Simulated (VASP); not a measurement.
**HfGe: single point with PBE+U**

HfGe:

```
Hf Ge
1.0
     3.93351    0.00000    0.00000
    -1.96675    3.40652    0.00000
     0.00000    0.00000    3.50962
Hf Ge
1 1
Cartesian
  0.0000 0.0000 1.7548
  0.0000 2.2710 1.7548
```

```
Program                : VASP 6.6.1
Task                   : single point
Functional             : PBE
Potentials or basis    : VASP PAW PBE potentials, release 64 (Hf_pv, Ge_d)
Cutoff                 : 520 eV
k mesh                 : 7 × 7 × 6
Occupations            : methfessel-paxton, width 0.1 eV
Spin                   : no spin polarisation
Hubbard terms          : Hf d U = 3.5 eV
Dipole correction      : no
Further INCAR settings : ALGO = Normal; EDIFF = 1e-07; NBANDS = 19
```

The pressure is 43.5 GPa. The band gap on the k mesh is zero (bands 12 and 13 overlap by 0.48 eV).

Stress tensor (GPa, compression positive):
```
68.74  0.00  0.00
 0.00 68.74  0.00
 0.00  0.00 -6.90
```

Levels at points of the mesh, in eV from the Fermi level:
| k point | band 8 | band 9 | band 10 | band 11 | band 12 | band 13 | band 14 | band 15 | band 16 | band 17 |
| --- | --- | --- | --- | --- | --- | --- | --- | --- | --- | --- |
| (0.00, 0.00, 0.00) | -23.81 | -10.38 | -2.56 | -2.56 | -1.40 | 2.28 | 3.69 | 3.69 | 4.86 | 7.43 |
| (0.00, 0.00, 0.50) | -23.81 | -9.26 | -3.50 | -2.13 | -2.13 | 1.83 | 1.83 | 5.05 | 6.49 | 7.04 |

Eigenvalues of the final occupation matrices:
```tsv
site	spin	trace	eigenvalues
site 1 d	1	0.88	0.08 0.08 0.20 0.27 0.27
site 1 d	2	0.88	0.08 0.08 0.20 0.27 0.27
```

Run time: 16 s on 1 thread of Intel(R) Xeon(R) 6975P-C (Granite Rapids), on a shared host, peak memory 0.18 GiB.

Caveat: the cell stands under pressure; spin-orbit coupling is left out, which moves the levels of the heavy elements; U without spin polarisation on a metal has little footing; the U is typed as a test and isn't derived for this compound.
